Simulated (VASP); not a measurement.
Crystal: AlN.

```
CELL_PARAMETERS angstrom
3.16120 0.00000 0.00000
-1.58060 2.73768 0.00000
0.00000 0.00000 4.81630
ATOMIC_POSITIONS crystal
Al 0.33333 0.66667 0.00173
Al 0.66667 0.33333 0.50173
N 0.33333 0.66667 0.38327
N 0.66667 0.33333 0.88327
```

```yaml
Program: VASP 6.6.1
Task: relaxation of the atoms
Functional: PBE
Potentials_or_basis: VASP PAW PBE potentials, release 64 (Al, N)
Cutoff: 520 eV
k_mesh: 9 × 9 × 6
Occupations: gaussian, width 0.05 eV
Spin: no spin polarisation
```

At the start: pressure 4.3 GPa; volume 10.42 Å³/atom.

Question: How do energy, volume and symmetry change on relaxing?

Answer: Over 3 steps the energy falls by 9.6 meV/atom at a fixed cell; space group P6_3mc (No. 186, to 0.1 Å) before and after.

The path:
```csv
step,energy change (eV),largest force (eV/Å),pressure (GPa)
1,0.0000,0.7608,4.26
2,-0.0338,0.2268,2.91
3,-0.0384,0.0017,3.15
```

Final structure:
```yaml
crystal:
  lattice:
    - [3.16120, 0.00000, 0.00000]
    - [-1.58060, 2.73768, 0.00000]
    - [0.00000, 0.00000, 4.81630]
  atoms:
    - { symbol: Al, position: [0.33333, 0.66667, 0.99620] }
    - { symbol: Al, position: [0.66667, 0.33333, 0.49620] }
    - { symbol: N, position: [0.33333, 0.66667, 0.38880] }
    - { symbol: N, position: [0.66667, 0.33333, 0.88880] }
```
